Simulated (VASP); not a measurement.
# RbBr (Pm-3m) in VASP: a series of runs

Runs on RbBr. Level: PBEsol. Tasks: single point, relaxation of cell and atoms.

Program: VASP 6.6.1. These are calculated values, not measurements. Logs are shortened: lines on timing, memory, paths and dates and some standing lists are left out, and cuts for length are marked.

## (1) The cell of the first run

It takes space group Pm-3m (No. 221, cubic). Conventional cell: a = 4.070 Å, b = 4.070 Å, c = 4.070 Å, α = 90.00°, β = 90.00°, γ = 90.00°. Within 4.6 Å of Rb (site symmetry m-3m) lie 8 Br at 3.52 Å and 6 Rb at 4.07 Å. Within 4.6 Å of Br (site symmetry m-3m) lie 8 Rb at 3.52 Å and 6 Br at 4.07 Å.

## (2) Single point, PBEsol

File INCAR:

```
ALGO     = Normal         # electronic algorithm
EDIFF    = 1E-6           # SCF threshold, eV
ENCUT    = 520            # plane-wave cutoff, eV
GGA      = PS             # functional
ISIF     = 2              # what is computed and relaxed
ISMEAR   = -1             # smearing method
LASPH    = True           # aspherical terms in the spheres
LCHARG   = False          # write CHGCAR
LREAL    = False          # projectors in reciprocal space
LWAVE    = False          # write WAVECAR
NBANDS   = 15             # bands
NELM     = 60             # most SCF steps
PREC     = Accurate       # precision mode
SIGMA    = 0.08           # smearing width, eV
```

File KPOINTS:

```
k-points
0
Gamma
  12 12 12
```

File POSCAR:

```
RbBr
1.0
    4.0700891042      0.0000000000      0.0000000000
    0.0000000000      4.0700891042      0.0000000000
    0.0000000000      0.0000000000      4.0700891042
Rb Br
1 1
Direct
    0.0000000000      0.0000000000      0.0000000000
    0.5000000000      0.5000000000      0.5000000000
```

Potentials or basis: VASP PAW PBE potentials, release 64 (Rb_sv, Br).

Launch:

```
> cat potpaw_PBE.64/Rb_sv/POTCAR potpaw_PBE.64/Br/POTCAR > POTCAR
> mpirun -np 1 vasp_std > vasp.out
```

OUTCAR:

```text
EDIFF = 1E-6
   ENCUT = 520
   GGA = PS
   ISIF = 2
   ISMEAR = -1
   LASPH = True
   LREAL = False
   NELM = 60
   PREC = Accurate

 ion  position               nearest neighbor table
   1  0.000  0.000  0.000-   2 3.52   2 3.52   2 3.52   2 3.52   2 3.52   2 3.52   2 3.52   2 3.52

   2  0.500  0.500  0.500-   1 3.52   1 3.52   1 3.52   1 3.52   1 3.52   1 3.52   1 3.52   1 3.52

  LATTYP: Found a simple cubic cell.
 ALAT       =     4.0700891042

  Lattice vectors:

 A1 = (   4.0700891042,   0.0000000000,   0.0000000000)
 A2 = (   0.0000000000,   4.0700891042,   0.0000000000)
 A3 = (   0.0000000000,   0.0000000000,   4.0700891042)

Analysis of symmetry for initial positions (statically):
=====================================================================
 Subroutine PRICEL returns:
 Original cell was already a primitive cell.

 Routine SETGRP: Setting up the symmetry group for a
 simple cubic supercell.

 Subroutine GETGRP returns: Found 48 space group operations
 (whereof 48 operations were pure point group operations)
 out of a pool of 48 trial point group operations.

The static configuration has the point symmetry O_h .

Analysis of symmetry for dynamics (positions and initial velocities):
=====================================================================
 Subroutine PRICEL returns:
 Original cell was already a primitive cell.

 Routine SETGRP: Setting up the symmetry group for a
 simple cubic supercell.

 Subroutine GETGRP returns: Found 48 space group operations
 (whereof 48 operations were pure point group operations)
 out of a pool of 48 trial point group operations.

The dynamic configuration has the point symmetry O_h .

 Subroutine INISYM returns: Found 48 space group operations
 (whereof 48 operations are pure point group operations),
 and found     1 'primitive' translations

----------------------------------------------------------------------------------------

                                     Primitive cell

  volume of cell :      67.4236

  direct lattice vectors                    reciprocal lattice vectors
     4.070089104  0.000000000  0.000000000     0.245694867  0.000000000  0.000000000
     0.000000000  4.070089104  0.000000000     0.000000000  0.245694867  0.000000000
     0.000000000  0.000000000  4.070089104     0.000000000  0.000000000  0.245694867

  length of vectors
     4.070089104  4.070089104  4.070089104     0.245694867  0.245694867  0.245694867

  position of ions in fractional coordinates (direct lattice)
     0.000000000  0.000000000  0.000000000
     0.500000000  0.500000000  0.500000000

  ion indices of the primitive-cell ions
   primitive index   ion index
                 1           1
                 2           2

----------------------------------------------------------------------------------------

 KPOINTS: k-points

Automatic generation of k-mesh.
 Grid dimensions read from file:
 generate k-points for:   12   12   12

 Generating k-lattice:

  Cartesian coordinates                     Fractional coordinates (reciprocal lattice)
     0.020474572  0.000000000  0.000000000     0.083333333  0.000000000  0.000000000
     0.000000000  0.020474572  0.000000000     0.000000000  0.083333333  0.000000000
     0.000000000  0.000000000  0.020474572     0.000000000  0.000000000  0.083333333

  Length of vectors
     0.020474572  0.020474572  0.020474572

  Shift w.r.t. Gamma in fractional coordinates (k-lattice)
     0.000000000  0.000000000  0.000000000

 Subroutine IBZKPT returns following result:
 ===========================================

 Found     84 irreducible k-points:

 Following reciprocal coordinates:
            Coordinates               Weight
  0.000000  0.000000  0.000000      1.000000
  0.083333  0.000000  0.000000      6.000000
  0.166667  0.000000  0.000000      6.000000
  0.250000  0.000000  0.000000      6.000000
  0.333333  0.000000  0.000000      6.000000
  0.416667  0.000000  0.000000      6.000000
[... 16 lines left out ...]
  0.333333  0.333333  0.000000     12.000000
  0.416667  0.333333  0.000000     24.000000
 [... further k-points ...]
   k-points           NKPTS =     84   k-points in BZ     NKDIM =     84   number of bands    NBANDS=     15
   number of dos      NEDOS =    301   number of ions     NIONS =      2
   total plane-waves  NPLWV =  27000
   dimension x,y,z NGX =    30 NGY =   30 NGZ =   30
   dimension x,y,z NGXF=    60 NGYF=   60 NGZF=   60
   ions per type =               1   1
   NGX,Y,Z   is equivalent  to a cutoff of  12.25, 12.25, 12.25 a.u.
   NGXF,Y,Z  is equivalent  to a cutoff of  24.51, 24.51, 24.51 a.u.
 SYSTEM =  unknown system
   PREC   = accura    normal or accurate (medium, high low for compatibility)
   ISTART =      0    job   : 0-new  1-cont  2-samecut
   ICHARG =      2    charge: 1-file 2-atom 10-const
   ISPIN  =      1    spin polarized calculation?
   LNONCOLLINEAR =      F non collinear calculations
   LSORBIT =      F    spin-orbit coupling
   LASPH  =      T    aspherical Exc in radial PAW
   ENCUT  =  520.0 eV  38.22 Ry    6.18 a.u.   7.57  7.57  7.57*2*pi/ulx,y,z
   NELM   =     60;   NELMIN=  2; NELMDL= -5     # of ELM steps
   EDIFF  = 0.1E-05   stopping-criterion for ELM
   LREAL  =      F    real-space projection
   EDIFFG = 0.1E-04   stopping-criterion for IOM
   NSW    =      0    number of steps for IOM
   IBRION =     -1    ionic relax: 0-MD 1-quasi-New 2-CG
   NFREE  =      0    steps in history (QN), initial steepest desc. (CG)
   ISIF   =      2    stress and relaxation
   ISYM   =      2    0-nonsym 1-usesym 2-fastsym
   POTIM  = 0.5000    time-step for ionic-motion
   TEBEG  =    0.0;   TEEND  =   0.0 temperature during run
   PSTRESS=    0.0 pullay stress
   NELECT =      16.0000    total number of electrons
   NUPDOWN=      -1.0000    fix difference up-down
   EMIN   =  10.00;   EMAX   =-10.00  energy-range for DOS
   EFERMI =   0.00;   METHOD = LEGACY
   ISMEAR =    -1;   SIGMA  =   0.08  broadening in eV -4-tet -1-fermi 0-gaus
   EFERMI_NEDOS =   21; number of points for ismear=-14 and -15
   IALGO  =     38    algorithm
   IMIX   =      4    mixing-type and parameters
     AMIX     =   0.40;   BMIX     =  1.00
     AMIX_MAG =   1.60;   BMIX_MAG =  1.00
  volume/ion in A,a.u.               =      33.71       227.50
  Fermi-wavevector in a.u.,A,eV,Ry     =   1.013548  1.915328 13.976982  1.027279
  Thomas-Fermi vector in A             =   2.146723
   LORBIT       =      0    0 simple, 1 ext, 2 COOP (PROOUT), +10 PAW based schemes
   GGA     = PS    functional components
   LHFCALC =     F    Hartree Fock is set to
   AEXX    =    0.0000 exact exchange contribution
   IVDW    =     0    specifies the selected vdW correction
   LEPSILON=     F    determine dielectric tensor
   LRPA    =     F    only Hartree local field effects (RPA)
 non-spin polarized calculation
  energy-cutoff  :      520.00
  volume of cell :       67.42
 maximum number of plane-waves:      1856
   NGX = 15   NGY = 15   NGZ = 15

 number of electron      15.9999998 magnetization

 Free energy of the ion-electron system (eV)
  ---------------------------------------------------
  ext. energy  EPLUGINS =         0.00000000
  ---------------------------------------------------
  free energy    TOTEN  =        -6.30102760 eV

  energy without entropy =       -6.30102760  energy(sigma->0) =       -6.30102760

 E-fermi :   1.2342     XC(G=0):  -8.3007

 val. band max:       -0.5685618686   @ k =   0.5000   0.5000   0.0000
 cond. band min:       3.4712289488   @ k =   0.0000   0.0000   0.0000
 fundamental gap:      4.0397908174
 Fermi energy:         1.2341568414

 k-point     1 :       0.0000    0.0000    0.0000
  band No.  band energies     occupation
      1     -25.5395      2.00000
      2     -13.2772      2.00000
      3      -9.5254      2.00000
      4      -9.5254      2.00000
      5      -9.5254      2.00000
      6      -0.7265      2.00000
      7      -0.7265      2.00000
      8      -0.7265      2.00000
      9       3.4712      0.00000
     10       4.8366      0.00000
     11       4.8366      0.00000
     12       9.4427      0.00000
     13       9.4427      0.00000
     14       9.4427      0.00000
     15      12.1983      0.00000

 k-point     2 :       0.0833    0.0000    0.0000
  band No.  band energies     occupation
      1     -25.5378      2.00000
      2     -13.2769      2.00000
      3      -9.5369      2.00000
      4      -9.5216      2.00000
      5      -9.5216      2.00000
      6      -0.8906      2.00000
      7      -0.7327      2.00000
      8      -0.7327      2.00000
      9       3.6681      0.00000
     10       4.8916      0.00000
     11       5.0082      0.00000
     12       9.3976      0.00000
     13       9.3976      0.00000
     14       9.4845      0.00000
     15      11.7403      0.00000

 k-point     3 :       0.1667    0.0000    0.0000
  band No.  band energies     occupation
      1     -25.5332      2.00000
      2     -13.2763      2.00000
      3      -9.5668      2.00000
      4      -9.5112      2.00000
      5      -9.5112      2.00000
      6      -1.2806      2.00000
      7      -0.7498      2.00000
      8      -0.7498      2.00000
      9       4.1638      0.00000
     10       5.0547      0.00000
     11       5.4882      0.00000
     12       9.3006      0.00000
     13       9.3006      0.00000
     14       9.6057      0.00000
     15      10.8298      0.00000
[... 343 lines left out ...]
 k-point    23 :       0.3333    0.3333    0.0000
  band No.  band energies     occupation
      1     -25.5030      2.00000
      2     -13.1609      2.00000
      3      -9.8001      2.00000
      4      -9.6951      2.00000
      5      -9.4495      2.00000
      6      -1.8028      2.00000
      7      -1.5062      2.00000
      8      -0.6781      2.00000
      9       5.2819      0.00000
     10       5.9150      0.00000
     11       7.7315      0.00000
     12       8.2618      0.00000
     13       8.4176      0.00000
     14       8.8172      0.00000
     15      10.4029      0.00000

 k-point    24 :       0.4167    0.3333    0.0000
  band No.  band energies     occupation
      1     -25.4986      2.00000
      2     -13.1315      2.00000
      3      -9.8264      2.00000
      4      -9.7584      2.00000
      5      -9.4414      2.00000
      6      -1.8492      2.00000
      7      -1.5208      2.00000
      8      -0.6476      2.00000
      9       5.1240      0.00000
     10       5.8452      0.00000
     11       7.6354      0.00000
     12       7.9920      0.00000
     13       8.6296      0.00000
     14       9.3551      0.00000
     15      10.8206      0.00000

 [... further k-points ...]

------------------------ aborting loop because EDIFF is reached ----------------------------------------

  FORCE on cell =-STRESS in cart. coord.  units (eV):
  Direction    XX          YY          ZZ          XY          YZ          ZX
  --------------------------------------------------------------------------------------
  -------------------------------------------------------------------------------------
  Total        0.0317600      0.0317600      0.0317600     -0.0000000     -0.0000000      0.0000000
  in kB        0.7547094      0.7547094      0.7547094     -0.0000000     -0.0000000      0.0000000
  external PRESSURE =       0.7547094 kB  Pullay stress =       0.0000000 kB

 VOLUME and BASIS-vectors are now :
 -----------------------------------------------------------------------------
  energy-cutoff  :      520.00
  volume of cell :       67.42
      direct lattice vectors                 reciprocal lattice vectors
     4.070089104  0.000000000  0.000000000     0.245694867  0.000000000  0.000000000
     0.000000000  4.070089104  0.000000000     0.000000000  0.245694867  0.000000000
     0.000000000  0.000000000  4.070089104     0.000000000  0.000000000  0.245694867

 POSITION                                       TOTAL-FORCE (eV/Angst)
 -----------------------------------------------------------------------------------
      0.00000      0.00000      0.00000         0.000000      0.000000      0.000000
      2.03504      2.03504      2.03504         0.000000      0.000000      0.000000
 -----------------------------------------------------------------------------------
    total drift:                                0.000000      0.000000     -0.000000

  FREE ENERGIE OF THE ION-ELECTRON SYSTEM (eV)
  ---------------------------------------------------
  free  energy   TOTEN  =        -6.3010275990 eV

  energy  without entropy=       -6.3010275990  energy(sigma->0) =       -6.30102760
```

It took 74 s on 1 thread of Oxide Virtual Turin-like, shared host; peak memory 0.19 GiB.

What came out:

| Property | Result |
| --- | --- |
| Free energy | -6.3010 eV |
| Pressure | 0.1 GPa |
| Band gap on the k mesh | 4.04 eV (least direct gap 4.20 eV) |

Caveat: the PAW data sets were made with another functional, which shifts forces and pressure a little.

## (3) Relaxation of cell and atoms, PBEsol

This run uses another cell than the first one, of 35.12 Å³/atom.

File INCAR:

```
SYSTEM = RbBr
PREC = Accurate ; ENCUT = 600
EDIFF = 1E-6 ; ISMEAR = -1
SIGMA = 0.08 ; LREAL = .FALSE.
LASPH = .TRUE. ; NELM = 60
ALGO = Normal ; ISIF = 3
LWAVE = .FALSE. ; LCHARG = .FALSE.
GGA = PS ; IBRION = 2
NSW = 100 ; EDIFFG = -0.002
```

File KPOINTS:

```
regular mesh
0
G
  12 12 12
  0 0 0
```

File POSCAR:

```
RbBr
1.0
    4.1260773000      0.0000000000      0.0000000000
    0.0000000000      4.1260773000      0.0000000000
    0.0000000000      0.0000000000      4.1260773000
Rb Br
1 1
Direct
    0.0000000000      0.0000000000      0.0000000000
    0.5000000000      0.5000000000      0.5000000000
```

Potentials or basis: VASP PAW PBE potentials, release 64 (Rb_sv, Br).

Launch:

```
> cat potpaw_PBE.64/Rb_sv/POTCAR potpaw_PBE.64/Br/POTCAR > POTCAR
> mpirun -np 1 vasp_std > vasp.out
```

Run time: 6.4 min. Hardware: 1 thread of Oxide Virtual Turin-like, shared host; peak memory 0.25 GiB.

Results (log left out):

| Item | Value |
| --- | --- |
| Free energy | -6.3013 eV |
| Relaxed volume | 33.90 Å³/atom |
| Relaxed cell | a = 4.078 Å, b = 4.078 Å, c = 4.078 Å, α = 90.00°, β = 90.00°, γ = 90.00° |
| Space group after relaxing (to 0.1 Å) | Pm-3m (No. 221) |
| Energy gained by relaxing | 2.2 meV/atom |
| Ionic steps | 9 |
| Pressure after relaxing | 0.0 GPa |
| Band gap on the k mesh | 4.02 eV (least direct gap 4.18 eV) |

The path:
```
step  energy change (eV)  largest force (eV/Å)  pressure (GPa)  volume (Å³)
   1              0.0000                0.0000           -0.56        70.24
   2             -0.0033                0.0000           -0.30        69.01
   3             -0.0045                0.0000            0.03        67.64
   4             -0.0045                0.0000            0.01        67.74
   5             -0.0045                0.0000           -0.01        67.86
   6             -0.0045                0.0000           -0.01        67.80
   7             -0.0045                0.0000           -0.01        67.80
   8             -0.0045                0.0000           -0.02        67.80
   9             -0.0045                0.0000           -0.01        67.80
```

Final structure:
```xyz
2
Lattice="4.0776 0.0000 0.0000 0.0000 4.0776 0.0000 0.0000 0.0000 4.0776" Properties=species:S:1:pos:R:3 pbc="T T T"
Rb    0.0000    0.0000    4.0776
Br    2.0388    2.0388    2.0388
```

Levels at points of the mesh, in eV from the valence-band top:
| k point | band 6 | band 7 | band 8 | band 9 | band 10 | band 11 |
| --- | --- | --- | --- | --- | --- | --- |
| (0.00, 0.00, 0.00) | -0.16 | -0.16 | -0.16 | 4.02 | 5.41 | 5.41 |
| (0.50, 0.00, 0.00) | -1.86 | -0.25 | -0.25 | 6.79 | 7.10 | 7.73 |
| (0.50, 0.50, 0.00) | -1.11 | -1.11 | 0.00 | 5.19 | 6.12 | 7.91 |
| (0.50, 0.50, 0.50) | -1.46 | -1.46 | -1.46 | 8.21 | 8.21 | 8.21 |

Caveat: the PAW data sets were made with another functional, which shifts forces and pressure a little.
